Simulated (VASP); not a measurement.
Runs of VASP 6.6.1 on Co. The structure is that of space group P6_3/mmc (No. 194), or close to it. The cells are those of the table. 

```tsv
task	cell	cutoff (eV)	gap on the mesh (eV)	pressure (GPa)	moment (μB)
relaxation of shape and atoms at fixed volume	relaxed from a = 2.461, b = 2.461, c = 3.970 Å, angles 90.0, 90.0, 120.0°, 2 atoms	600	none	-10.7	(a)
relaxation of shape and atoms at fixed volume	relaxed from a = 2.446, b = 2.446, c = 3.944 Å, angles 90.0, 90.0, 120.0°, 2 atoms	600	none	-6.3	3.02
relaxation of cell and atoms	relaxed from a = 2.429, b = 2.429, c = 3.918 Å, angles 90.0, 90.0, 120.0°, 2 atoms	600	none	0.0	(b)
electric field gradients	a = 2.507, b = 2.507, c = 4.070 Å, angles 90.0, 90.0, 120.0°, 2 atoms	520	none	-22.3	3.14
```

Alike in all rows: level LDA; potentials or basis VASP PAW LDA potentials, release 64 (Co); spin collinear, ferromagnetic start; k mesh 20 × 20 × 12; smearing gaussian 0.05 eV.

Task: Estimate the missing entries.

Result: (a) 3.06; (b) 2.97.

Caveats: the cell stands under tension (at least some runs).

A gap of «none» marks levels without a gap at the run's occupations.
